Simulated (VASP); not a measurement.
N: single point with PBE+D3(BJ)

The system is N.

```
N
1.0
     7.32482    0.00000    0.00000
     0.00000    7.32482    0.00000
     0.00000    0.00000    7.32482
N
12
Direct
  0.93040 0.85147 0.12023
  0.82399 0.95295 0.15278
  0.05368 0.90087 0.67699
  0.92418 0.96521 0.65434
  0.98052 0.44725 0.81983
  0.88830 0.36832 0.90922
  0.15374 0.29777 0.40020
  0.23799 0.25949 0.28377
  0.48303 0.61394 0.01514
  0.41927 0.73314 0.07948
  0.44759 0.17075 0.79801
  0.36412 0.06972 0.86820
```

```
Program                : VASP 6.6.1
Task                   : single point
Functional             : PBE
Dispersion             : D3(BJ)
Potentials or basis    : VASP PAW PBE potentials, release 64 (N)
Cutoff                 : 520 eV
k mesh                 : 1 × 1 × 1
Occupations            : fermi-dirac, width 0.05 eV
Spin                   : no spin polarisation
Dipole correction      : no
Further INCAR settings : ALGO = Normal; EDIFF = 1e-06; NBANDS = 42
```

| Quantity | Value |
| --- | --- |
| Pressure | 2.9 GPa |
| Largest force | 7.262 eV/Å |
| Dispersion energy per atom | -0.037 eV |

Forces in eV/Å, atoms in the order of the input:
```
N    1.113 -1.080 -0.323
N   -1.106  1.082  0.358
N    6.354 -3.247  1.027
N   -6.433  3.179 -1.120
N    0.855  0.755 -0.827
N   -0.843 -0.750  0.851
N   -2.232  1.003  3.085
N    2.234 -0.996 -3.098
N    1.132 -2.136 -1.187
N   -1.147  2.018  1.259
N    2.296  2.753 -1.934
N   -2.223 -2.580  1.909
```

Stress tensor (GPa, compression positive):
```
 4.19 -1.28 -1.33
-1.28  2.67 -0.16
-1.33 -0.16  1.90
```

Levels at points of the mesh, in eV from the Fermi level:
```
           k point  band 28  band 29  band 30  band 31  band 32  band 33
(0.00, 0.00, 0.00)    -1.63    -1.53    -1.24     6.25     6.31     6.42
```

Wall time 56 s on 1 thread of Intel Xeon 8259CL, on a shared host, peak memory 0.36 GiB.

Caveat: the k points lie up to 0.86 Å⁻¹ apart; the standard files for N, O and F lose accuracy on very short bonds; the atoms stand as in a frame of molecular dynamics.
